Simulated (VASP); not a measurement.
Input of a VASP 6.6.1 run:

INCAR

```
SYSTEM = GaP
PREC = Accurate
ENCUT = 520
EDIFF = 1E-7
ISMEAR = 0
SIGMA = 0.02
LREAL = .False.
LASPH = .True.
NELM = 80
ALGO = Normal
ISIF = 2
LWAVE = .False.
LCHARG = .False.
GGA = PE
NBANDS = 16
```

Contents of KPOINTS:

```
regular mesh
0
Gamma
  8 8 8
  0 0 0
```

POSCAR

```
GaP
1.0
    0.0000000000      2.7525584756      2.7525584756
    2.7525584756      0.0000000000      2.7525584756
    2.7525584756      2.7525584756      0.0000000000
Ga P
1 1
Direct
    0.0000000000      0.0000000000      0.0000000000
    0.2500000000      0.2500000000      0.2500000000
```

Potentials or basis: VASP PAW PBE potentials, release 64 (Ga_d, P).

The run is started by

```bash
$ cat potpaw_PBE.64/Ga_d/POTCAR potpaw_PBE.64/P/POTCAR > POTCAR
$ mpirun -np 1 vasp_std > vasp.out
```

Q: Predict the pressure.

A: 0.0 GPa.

Q: Estimate the band gap on the k mesh.

A: 1.58 eV, direct.

A k mesh can miss the band edges. As with any semilocal functional, this PBE gap is likely too small.
